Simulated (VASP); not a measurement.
The system is GaO.

```
Ga O
1.0
     2.75013    0.00000    0.00000
     0.00000    2.75013    0.00000
     0.00000    0.00000    3.37108
Ga O
1 1
Direct
  0.50000 0.50000 0.50000
  0.00000 0.00000 0.00000
```

```yaml
Program: VASP 6.6.1
Task: relaxation of cell and atoms
Functional: PBE
Potentials_or_basis: VASP PAW PBE potentials, release 64 (Ga_d, O)
Cutoff: 600 eV
k_mesh: 6 × 6 × 6
Occupations: gaussian, width 0.1 eV
Spin: no spin polarisation
```

At the start: pressure -10.1 GPa; volume 12.75 Å³/atom.

Problem. Where does the relaxation end?

Solution. Over 6 steps the energy falls by 234.3 meV/atom and the volume is 11.41 Å³/atom (-10.5 %); space group Pm-3m (No. 221, to 0.05 Å).

The path:
```
step  energy change (eV)  largest force (eV/Å)  pressure (GPa)  volume (Å³)
   1              0.0000                0.0000          -10.06        25.50
   2             -0.4342                0.0000            1.95        22.50
   3             -0.4487                0.0000            5.74        21.81
   4             -0.4500                0.0000            4.63        21.96
   5             -0.4686                0.0000           -0.49        22.87
   6             -0.4687                0.0000           -0.21        22.82
```

Final structure:
```
Ga O
1.0
     2.83183    0.00000    0.00000
     0.00000    2.83183    0.00000
     0.00000    0.00000    2.84549
Ga O
1 1
Direct
  0.50000 0.50000 0.50000
  0.00000 0.00000 0.00000
```

Caveat: the k points lie up to 0.37 Å⁻¹ apart in the final cell; an odd number of electrons without spin polarisation forces a metal; a magnetic or distorted state may lie lower.
